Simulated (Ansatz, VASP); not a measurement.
**Two plane-wave programs on SnO**

```
CELL_PARAMETERS angstrom
3.86817 0.00000 0.00000
0.00000 3.86817 0.00000
0.00000 0.00000 5.06728
ATOMIC_POSITIONS crystal
Sn 0.00000 0.50000 0.22874
Sn 0.50000 0.00000 0.77126
O 0.00000 0.00000 0.00000
O 0.50000 0.50000 0.00000
```

Alike in both runs: functional PBE; k mesh 12 × 12 × 10; occupations gaussian, width 0.1 eV; no spin polarisation.

Ansatz relaxed the structure, and its values are those at the end. VASP's run is a single point on that final structure, the one shown.

```csv
,VASP,Ansatz
version,VASP 6.6.1,Ansatz 0.2.0
potentials or method,"VASP PAW PBE potentials, release 64 (Sn_d, O), cutoff 520 eV","scalar-relativistic, plane waves, PAW"
valence electrons in the cell,40,40
```

```csv
,VASP,Ansatz,Ansatz less VASP
gap on the k mesh at the Fermi level (eV),0.50,0.50,-0.007
least direct gap on the mesh (eV),1.91,1.94,+0.030
pressure (GPa),0.2,0.0,-0.19
rms of the force components (eV/Å),0.031,0.000,-0.0314
```
